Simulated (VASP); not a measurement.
Runs of VASP 6.6.1 on NaH. The structure is that of space group Pm-3m (No. 221), or close to it. The cells are those of the table. 

```csv
cell,gap on the mesh (eV),pressure (GPa)
"a = 2.932 Å, 2 atoms",1.03,0.8
"a = 3.027 Å, 2 atoms",1.03,(b)
"a = 2.831 Å, 2 atoms",1.03,4.2
"a = 2.980 Å, 2 atoms",1.03,-0.4
"a = 2.883 Å, 2 atoms",1.03,(a)
```

Alike in all rows: task single point; level PBE; potentials or basis VASP PAW PBE potentials, release 64 (Na_pv, H); no spin polarisation; k mesh 6 × 6 × 6; cutoff (eV) 520; smearing gaussian 0.01 eV.

Fill in the values left out.

(a) 2.3; (b) -1.4.

A k mesh can miss the band edges.
